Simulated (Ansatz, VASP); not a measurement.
## Two plane-wave programs on TiTe2

```
CELL_PARAMETERS angstrom
3.58815 0.00000 0.00000
-1.79408 3.10743 0.00000
0.00000 0.00000 6.33555
ATOMIC_POSITIONS crystal
Ti 0.00000 0.00000 0.00000
Te 0.66667 0.33333 0.26280
Te 0.33333 0.66667 0.73720
```

Change from the starting cell: strain -0.050 along x and y, -0.025 along z, atoms carried along.

Alike in both runs: task single point; functional PBE; k mesh 12 × 12 × 8; occupations gaussian, width 0.15 eV; no spin polarisation.

|  | VASP | Ansatz |
| --- | --- | --- |
| version | VASP 6.6.1 | Ansatz 0.2.0 |
| potentials or method | VASP PAW PBE potentials, release 64 (Ti_sv, Te), cutoff 520 eV | scalar-relativistic, plane waves, PAW |
| valence electrons in the cell | 24 | 44 |

Ansatz gave:

- gap on the k mesh at the Fermi level (eV): none
- pressure (GPa): 11.6
- traceless stress, the component that is largest in VASP (GPa): 0.45
- rms of the force components (eV/Å): 0.568

Question: Which values does VASP return?

Answer: gap on the k mesh at the Fermi level (eV): none; pressure (GPa): 11.6; traceless stress, the component that is largest in VASP (GPa): 0.45; rms of the force components (eV/Å): 0.572.

Atom by atom the forces differ by 0.004 eV/Å (rms over components). A gap of «none» marks a metal or a gap that the smearing closes. VASP's potentials hold 24 valence electrons a cell and Ansatz's 44, so a difference there can come from the potentials and not from the codes.

Spin-orbit coupling is off throughout.
